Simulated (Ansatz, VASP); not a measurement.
**GeF5 in VASP and in Ansatz**

File INCAR:

```
SYSTEM = GeF5
PREC = Accurate
ENCUT = 600
EDIFF = 1E-6
ISMEAR = 0
SIGMA = 0.1
LREAL = .FALSE.
LASPH = .TRUE.
NELM = 60
ALGO = Normal
ISIF = 3
LWAVE = .FALSE.
LCHARG = .FALSE.
GGA = PE
IBRION = 2
NSW = 90
EDIFFG = -0.04
```

The input KPOINTS:

```
regular mesh
0
G
  3 3 6
  0 0 0
```

Contents of POSCAR:

```
GeF5
1.0
    6.3626551468      0.0000000000      0.0000000000
   -3.1813275734      5.5102209926      0.0000000000
    0.0000000000      0.0000000000      2.7724460802
Ge F
1 5
Direct
    0.0000000000      0.0000000000      0.5000000000
    0.5000000000      0.0000000000      0.0000000000
    0.0000000000      0.5000000000      0.0000000000
    0.5000000000      0.5000000000      0.0000000000
    0.3333333333      0.6666666667      0.0000000000
    0.6666666667      0.3333333333      0.0000000000
```

Input for Ansatz:

```yaml
crystal:
  lattice:
    - [6.3626551468, 0.0, 0.0]
    - [-3.1813275734, 5.5102209926, 0.0]
    - [0.0, 0.0, 2.7724460802]
  atoms:
    - { symbol: Ge, position: [0.0, 0.0, 0.5] }
    - { symbol: F, position: [0.5, 0.0, 0.0] }
    - { symbol: F, position: [0.0, 0.5, 0.0] }
    - { symbol: F, position: [0.5, 0.5, 0.0] }
    - { symbol: F, position: [0.3333333333, 0.6666666667, 0.0] }
    - { symbol: F, position: [0.6666666667, 0.3333333333, 0.0] }
basis:
  ecutwfc: 420
kpoints:
  mp_grid: { grid: [3, 3, 6] }
hamiltonian:
  xc: pbe
scf:
  occupations: { method: gaussian, width: 0.1 }
  lower_state_search: "off"
output:
  forces: true
  stress: true
  eigenvalues: true
relax:
  adjacent_minimum: "off"
  f_tol: 0.04
  max_steps: 70
  cell: { stress_tol: 0.4 }
```

Alike in both runs: task relaxation of cell and atoms; functional PBE; k mesh 3 × 3 × 6; occupations gaussian, width 0.1 eV; no spin polarisation.

|  | VASP | Ansatz |
| --- | --- | --- |
| version | VASP 6.6.1 | Ansatz 0.2.0 |
| potentials or method | VASP PAW PBE potentials, release 64 (Ge_d, F), cutoff 600 eV | scalar-relativistic, plane waves, PAW |
| valence electrons in the cell | 49 | 49 |

Ansatz gave:

| Property | Result |
| --- | --- |
| gap on the k mesh at the Fermi level, each at its own relaxed structure (eV) | none |
| relaxed volume (Å³/atom) | 17.96 |
| relaxed length of the cell vector where the two differ most in proportion (Å) | 3.048 |

Estimate VASP's values.

gap on the k mesh at the Fermi level, each at its own relaxed structure (eV): none; relaxed volume (Å³/atom): 17.86; relaxed length of the cell vector where the two differ most in proportion (Å): 3.040.

A gap of «none» marks a metal or a gap that the smearing closes.

The k mesh is coarse, so the values compare programs but aren't converged.
